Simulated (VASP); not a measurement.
Wanted: the native input for a VASP 6.6.1 run.

| Property | Result |
| --- | --- |
| Task | single point |
| Functional | PBEsol |
| Potentials or basis | VASP PAW PBE potentials, release 64 (Ge_d) |
| Cutoff | 520 eV |
| k mesh | 14 × 14 × 14 |
| Occupations | gaussian, width 0.15 eV |
| Spin | no spin polarisation |
| Dipole correction | no |
| Further INCAR settings | ALGO = Normal; EDIFF = 1e-06; NBANDS = 21 |

The structure of Ge lies in POSCAR:

```
Ge
1.0
    0.0000000000      3.1116470000      2.8287700000
    2.5458930000      0.0000000000      2.8287700000
    2.5458930000      3.1116470000      0.0000000000
Ge
2
Direct
    0.5000000000      0.5000000000      0.5000000000
    0.7500000000      0.7500000000      0.7500000000
```

This cell differs from its parent crystal: strain -0.1000 x Voigt [1, -1, 0, 0, 0, 0].

The input as run:

INCAR

```
  ALGO = Normal
  EDIFF = 1E-6
  ENCUT = 520
  GGA = PS
  ISIF = 2
  ISMEAR = 0
  LASPH = True
  LCHARG = False
  LREAL = False
  LWAVE = False
  NBANDS = 21
  NELM = 80
  PREC = Accurate
  SIGMA = 0.15
```

KPOINTS

```
k-points
0
Gamma
  14 14 14
```

Potentials or basis: VASP PAW PBE potentials, release 64 (Ge_d).

Command:

```sh
$ cat potpaw_PBE.64/Ge_d/POTCAR > POTCAR
$ mpirun -np 1 vasp_std > vasp.out
```

It gave:

The pressure is 0.7 GPa and the band gap on the k mesh is zero (band 14 reaches 5.30 eV, above the bottom of band 15 at 4.55 eV).

Caveat: the cell differs from its parent crystal (strain -0.1000 x Voigt [1, -1, 0, 0, 0, 0]); the PAW data sets were made with another functional, which shifts forces and pressure a little.

It took 3.6 min on 1 thread of Intel Xeon 6975P-C, on a shared host, peak memory 0.41 GiB.
